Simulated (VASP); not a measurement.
# MgO (Pm-3m) in VASP: settings compared

The runs below take MgO through single point, with PBE-based screened hybrid, PBE.

All numbers are computed with VASP 6.6.1; they aren't measurements. Logs are shortened: lines on timing, memory, paths and dates and some standing lists are left out, and cuts for length are marked.

## 1. The cell of the first run

It takes space group Pm-3m (No. 221, cubic). Conventional cell: a = 2.623 Å, b = 2.623 Å, c = 2.623 Å, α = 90.00°, β = 90.00°, γ = 90.00°. Mg (site symmetry m-3m) has 8 O at 2.27 Å and 6 Mg at 2.62 Å within 3.0 Å. O (site symmetry m-3m) has 8 Mg at 2.27 Å and 6 O at 2.62 Å within 3.0 Å.

## 2. Single point, PBE-based screened hybrid

Input file POSCAR:

```
MgO
1.0
    2.6233491285      0.0000000000      0.0000000000
    0.0000000000      2.6233491285      0.0000000000
    0.0000000000      0.0000000000      2.6233491285
Mg O
1 1
Direct
    0.0000000000      0.0000000000      0.0000000000
    0.5000000000      0.5000000000      0.5000000000
```

Input file INCAR.step1:

```
SYSTEM = MgO
PREC = Accurate
ENCUT = 520
EDIFF = 1E-5
ISMEAR = 0
SIGMA = 0.01
LREAL = .False.
LASPH = .True.
NELM = 100
ALGO = Normal
ISIF = 2
LWAVE = .True.
LCHARG = .False.
NBANDS = 11
GGA = PE
```

Input file INCAR.step2:

```
SYSTEM = MgO
PREC = Accurate
ENCUT = 520
EDIFF = 1E-6
ISMEAR = 0
SIGMA = 0.01
LREAL = .False.
LASPH = .True.
NELM = 100
ALGO = Normal
ISIF = 2
LWAVE = .False.
LCHARG = .False.
GGA = PE
LHFCALC = .True.
AEXX = 0.35
HFSCREEN = 0.2078
PRECFOCK = Normal
NBANDS = 11
ISTART = 1
```

Input file KPOINTS:

```
Automatic mesh
0
Gamma
  4 4 4
  0 0 0
```

Potentials or basis: VASP PAW PBE potentials, release 64 (Mg, O).

Launch:

```sh
cat potpaw_PBE.64/Mg/POTCAR potpaw_PBE.64/O/POTCAR > POTCAR
cp INCAR.step1 INCAR
mpirun -np 1 vasp_std > vasp.out
cp INCAR.step2 INCAR
mpirun -np 1 vasp_std > vasp.out
```

OUTCAR:

```text
SYSTEM = MgO
   PREC = Accurate
   ENCUT = 520
   EDIFF = 1E-6
   ISMEAR = 0
   LREAL = .False.
   LASPH = .True.
   NELM = 100
   ISIF = 2
   GGA = PE
   LHFCALC = .True.
   AEXX = 0.35
   HFSCREEN = 0.2078
   PRECFOCK = Normal
   ISTART = 1

 ion  position               nearest neighbor table
   1  0.000  0.000  0.000-   2 2.27   2 2.27   2 2.27   2 2.27   2 2.27   2 2.27   2 2.27   2 2.27

   2  0.500  0.500  0.500-   1 2.27   1 2.27   1 2.27   1 2.27   1 2.27   1 2.27   1 2.27   1 2.27

  LATTYP: Found a simple cubic cell.
 ALAT       =     2.6233491285

  Lattice vectors:

 A1 = (   2.6233491285,   0.0000000000,   0.0000000000)
 A2 = (   0.0000000000,   2.6233491285,   0.0000000000)
 A3 = (   0.0000000000,   0.0000000000,   2.6233491285)

Analysis of symmetry for initial positions (statically):
=====================================================================
 Subroutine PRICEL returns:
 Original cell was already a primitive cell.

 Routine SETGRP: Setting up the symmetry group for a
 simple cubic supercell.

 Subroutine GETGRP returns: Found 48 space group operations
[... 9 lines left out ...]

 Routine SETGRP: Setting up the symmetry group for a
 simple cubic supercell.

 Subroutine GETGRP returns: Found 48 space group operations
[... 11 lines left out ...]
                                     Primitive cell

  volume of cell :      18.0538

  direct lattice vectors                    reciprocal lattice vectors
     2.623349129  0.000000000  0.000000000     0.381192114  0.000000000  0.000000000
     0.000000000  2.623349129  0.000000000     0.000000000  0.381192114  0.000000000
     0.000000000  0.000000000  2.623349129     0.000000000  0.000000000  0.381192114

  length of vectors
     2.623349129  2.623349129  2.623349129     0.381192114  0.381192114  0.381192114

  position of ions in fractional coordinates (direct lattice)
     0.000000000  0.000000000  0.000000000
     0.500000000  0.500000000  0.500000000

  ion indices of the primitive-cell ions
   primitive index   ion index
                 1           1
                 2           2

----------------------------------------------------------------------------------------

 KPOINTS: Automatic mesh

Automatic generation of k-mesh.
 Grid dimensions read from file:
 generate k-points for:    4    4    4

 Generating k-lattice:

  Cartesian coordinates                     Fractional coordinates (reciprocal lattice)
     0.095298028  0.000000000  0.000000000     0.250000000  0.000000000  0.000000000
     0.000000000  0.095298028  0.000000000     0.000000000  0.250000000  0.000000000
     0.000000000  0.000000000  0.095298028     0.000000000  0.000000000  0.250000000

  Length of vectors
     0.095298028  0.095298028  0.095298028

  Shift w.r.t. Gamma in fractional coordinates (k-lattice)
     0.000000000  0.000000000  0.000000000

 Subroutine IBZKPT returns following result:
 ===========================================

 Found     10 irreducible k-points:

 Following reciprocal coordinates:
            Coordinates               Weight
  0.000000  0.000000  0.000000      1.000000
  0.250000  0.000000  0.000000      6.000000
  0.500000  0.000000  0.000000      3.000000
  0.250000  0.250000  0.000000     12.000000
  0.500000  0.250000  0.000000     12.000000
  0.500000  0.500000  0.000000      3.000000
  0.250000  0.250000  0.250000      8.000000
  0.500000  0.250000  0.250000     12.000000
  0.500000  0.500000  0.250000      6.000000
  0.500000  0.500000  0.500000      1.000000
   k-points           NKPTS =     10   k-points in BZ     NKDIM =     64   number of bands    NBANDS=     11
   number of dos      NEDOS =    301   number of ions     NIONS =      2
   total plane-waves  NPLWV =   8000
   dimension x,y,z NGX =    20 NGY =   20 NGZ =   20
   dimension x,y,z NGXF=    40 NGYF=   40 NGZF=   40
   ions per type =               1   1
   NGX,Y,Z   is equivalent  to a cutoff of  12.67, 12.67, 12.67 a.u.
   NGXF,Y,Z  is equivalent  to a cutoff of  25.35, 25.35, 25.35 a.u.
 SYSTEM =  MgO
   PREC   = accura    normal or accurate (medium, high low for compatibility)
   ISTART =      1    job   : 0-new  1-cont  2-samecut
   ICHARG =      0    charge: 1-file 2-atom 10-const
   ISPIN  =      1    spin polarized calculation?
   LNONCOLLINEAR =      F non collinear calculations
   LSORBIT =      F    spin-orbit coupling
   LASPH  =      T    aspherical Exc in radial PAW
   ENCUT  =  520.0 eV  38.22 Ry    6.18 a.u.   4.88  4.88  4.88*2*pi/ulx,y,z
   NELM   =    100;   NELMIN=  2; NELMDL=  0     # of ELM steps
   EDIFF  = 0.1E-05   stopping-criterion for ELM
   LREAL  =      F    real-space projection
   EDIFFG = 0.1E-04   stopping-criterion for IOM
   NSW    =      0    number of steps for IOM
   IBRION =     -1    ionic relax: 0-MD 1-quasi-New 2-CG
   NFREE  =      0    steps in history (QN), initial steepest desc. (CG)
   ISIF   =      2    stress and relaxation
   ISYM   =      3    0-nonsym 1-usesym 2-fastsym
   POTIM  = 0.5000    time-step for ionic-motion
   TEBEG  =    0.0;   TEEND  =   0.0 temperature during run
   PSTRESS=    0.0 pullay stress
   NELECT =       8.0000    total number of electrons
   NUPDOWN=      -1.0000    fix difference up-down
   EMIN   =  10.00;   EMAX   =-10.00  energy-range for DOS
   EFERMI =   0.00;   METHOD = LEGACY
   ISMEAR =     0;   SIGMA  =   0.01  broadening in eV -4-tet -1-fermi 0-gaus
   EFERMI_NEDOS =   21; number of points for ismear=-14 and -15
   IALGO  =     38    algorithm
   IMIX   =      1    mixing-type and parameters
     AMIX     =   0.40;   BMIX     =  1.00
     AMIX_MAG =   1.60;   BMIX_MAG =  1.00
  volume/ion in A,a.u.               =       9.03        60.92
  Fermi-wavevector in a.u.,A,eV,Ry     =   1.248098  2.358563 21.194461  1.557749
  Thomas-Fermi vector in A             =   2.382200
   LORBIT       =      0    0 simple, 1 ext, 2 COOP (PROOUT), +10 PAW based schemes
   GGA     = PE    functional components
   LHFCALC =     T    Hartree Fock is set to
   PRECFOCK=normal    Normal, Fast or Accurate (Low or Medium for compatibility)
   ENCUT4O =  -1.0   cutoff for four orbital integrals eV
   NKREDX  =     1    reduce k-point grid by
   NKREDY  =     1    reduce k-point grid by
   NKREDZ  =     1    reduce k-point grid by
   AEXX    =    0.3500 exact exchange contribution
   HFSCREEN=    0.2078 screening length (either q_TF or 0.3 A-1)
   HFSCREENC=   0.2078 screening length for correlation (either q_TF or 0.3 A-1)
   ENCUTFOCK=  -1.0 apply spherical cutoff to Coloumb kernel
   IVDW    =     0    specifies the selected vdW correction
   LEPSILON=     F    determine dielectric tensor
   LRPA    =     F    only Hartree local field effects (RPA)
 non-spin polarized calculation
 Gauss-broadening in eV      SIGMA  =   0.01
  energy-cutoff  :      520.00
  volume of cell :       18.05
 maximum number of plane-waves:       500
 NGX is ok and might be reduce to    20
  NGX = 16; NGY = 16; NGZ = 16

 number of electron       7.9999999 magnetization

 Free energy of the ion-electron system (eV)
  ---------------------------------------------------
  ext. energy  EPLUGINS =         0.00000000
  ---------------------------------------------------
  free energy    TOTEN  =       -13.48571931 eV

  energy without entropy =      -13.48571931  energy(sigma->0) =      -13.48571931

 E-fermi :   3.7482     XC(G=0):  -8.5062

 val. band max:        3.5717712604   @ k =   0.5000   0.5000   0.0000
 cond. band min:       8.3752768077   @ k =   0.0000   0.0000   0.0000
 fundamental gap:      4.8035055473
 Fermi energy:         3.7482262534

 k-point     1 :       0.0000    0.0000    0.0000
  band No.  band energies     occupation
      1     -17.3425      2.00000
      2       2.4258      2.00000
      3       2.4258      2.00000
      4       2.4258      2.00000
      5       8.3753      0.00000
      6      16.4428      0.00000
      7      16.4428      0.00000
      8      27.2903      0.00000
      9      27.2903      0.00000
     10      27.2903      0.00000
     11      34.1925      0.00000

 k-point     2 :       0.2500    0.0000    0.0000
  band No.  band energies     occupation
      1     -16.7408      2.00000
      2      -1.0855      2.00000
      3       2.6724      2.00000
      4       2.6724      2.00000
      5      10.7832      0.00000
      6      17.2259      0.00000
      7      17.8090      0.00000
      8      25.9756      0.00000
      9      25.9756      0.00000
     10      28.9049      0.00000
     11      29.4127      0.00000

 k-point     3 :       0.5000    0.0000    0.0000
  band No.  band energies     occupation
      1     -16.0160      2.00000
      2      -3.6076      2.00000
      3       2.9347      2.00000
      4       2.9347      2.00000
      5      13.0981      0.00000
      6      16.0131      0.00000
      7      20.8169      0.00000
      8      23.6774      0.00000
      9      24.5162      0.00000
     10      24.5162      0.00000
     11      30.5133      0.00000

 k-point     4 :       0.2500    0.2500    0.0000
  band No.  band energies     occupation
      1     -16.2056      2.00000
      2      -0.8420      2.00000
      3       0.0234      2.00000
      4       2.9480      2.00000
      5      12.6835      0.00000
      6      16.4447      0.00000
      7      18.2976      0.00000
      8      24.7149      0.00000
      9      25.9691      0.00000
     10      26.9458      0.00000
     11      28.3968      0.00000
[... 43 lines left out ...]
 k-point     8 :       0.5000    0.2500    0.2500
  band No.  band energies     occupation
      1     -15.1362      2.00000
      2      -2.0306      2.00000
      3       0.6276      2.00000
      4       1.0245      2.00000
      5      13.8441      0.00000
      6      15.5704      0.00000
      7      16.3438      0.00000
      8      23.4769      0.00000
      9      24.7769      0.00000
     10      25.0596      0.00000
     11      29.7971      0.00000

 k-point     9 :       0.5000    0.5000    0.2500
  band No.  band energies     occupation
      1     -14.6335      2.00000
      2      -1.1450      2.00000
      3      -1.1450      2.00000
      4       1.3555      2.00000
      5      11.8965      0.00000
      6      15.8001      0.00000
      7      15.8001      0.00000
      8      22.8955      0.00000
      9      25.8770      0.00000
     10      25.8770      0.00000
     11      26.2327      0.00000

 k-point    10 :       0.5000    0.5000    0.5000
  band No.  band energies     occupation
      1     -14.1412      2.00000
      2      -0.5052      2.00000
      3      -0.5052      2.00000
      4      -0.5052      2.00000
      5      13.4187      0.00000
      6      13.4187      0.00000
      7      13.4187      0.00000
      8      22.9279      0.00000
      9      25.9439      0.00000
     10      25.9439      0.00000
     11      25.9440      0.00000

------------------------ aborting loop because EDIFF is reached ----------------------------------------

  FORCE on cell =-STRESS in cart. coord.  units (eV):
  Direction    XX          YY          ZZ          XY          YZ          ZX
  --------------------------------------------------------------------------------------
  -------------------------------------------------------------------------------------
  Total       -0.4178728     -0.4178728     -0.4178728      0.0000000      0.0000000     -0.0000000
  in kB      -37.0839820    -37.0839820    -37.0839820      0.0000000      0.0000000     -0.0000000
  external PRESSURE =     -37.0839820 kB  Pullay stress =       0.0000000 kB

 VOLUME and BASIS-vectors are now :
 -----------------------------------------------------------------------------
  energy-cutoff  :      520.00
  volume of cell :       18.05
      direct lattice vectors                 reciprocal lattice vectors
     2.623349129  0.000000000  0.000000000     0.381192114  0.000000000  0.000000000
     0.000000000  2.623349129  0.000000000     0.000000000  0.381192114  0.000000000
     0.000000000  0.000000000  2.623349129     0.000000000  0.000000000  0.381192114

 POSITION                                       TOTAL-FORCE (eV/Angst)
 -----------------------------------------------------------------------------------
      0.00000      0.00000      0.00000         0.000000      0.000000      0.000000
      1.31167      1.31167      1.31167         0.000000      0.000000      0.000000
 -----------------------------------------------------------------------------------
    total drift:                                0.000071      0.000072      0.000072

  FREE ENERGIE OF THE ION-ELECTRON SYSTEM (eV)
  ---------------------------------------------------
  free  energy   TOTEN  =       -13.4857193080 eV

  energy  without entropy=      -13.4857193080  energy(sigma->0) =      -13.48571931
```

Wall time 2.1 min (1 thread of Intel Xeon 8259CL, shared host); peak memory 0.23 GiB.

Results:

| Item | Value |
| --- | --- |
| Free energy | -13.4857 eV |
| Pressure | -3.7 GPa |
| Band gap on the k mesh | 4.80 eV, indirect (least direct gap 5.95 eV) |

Levels at points of the mesh, in eV from the valence-band top:
```csv
k point,band 1,band 2,band 3,band 4,band 5,band 6,band 7,band 8,band 9
"(0.00, 0.00, 0.00)",-20.91,-1.15,-1.15,-1.15,4.80,12.87,12.87,23.72,23.72
"(0.50, 0.00, 0.00)",-19.59,-7.18,-0.64,-0.64,9.53,12.44,17.25,20.11,20.94
"(0.50, 0.50, 0.00)",-18.64,-5.26,-5.26,0.00,7.20,15.28,15.28,16.10,22.15
"(0.50, 0.50, 0.50)",-17.71,-4.08,-4.08,-4.08,9.85,9.85,9.85,19.36,22.37
```

Caveat: the k points lie up to 0.60 Å⁻¹ apart; the PAW data sets were made with another functional, which shifts forces and pressure a little. A k mesh can miss the band edges.

(Part 1 of 2 ends here.)
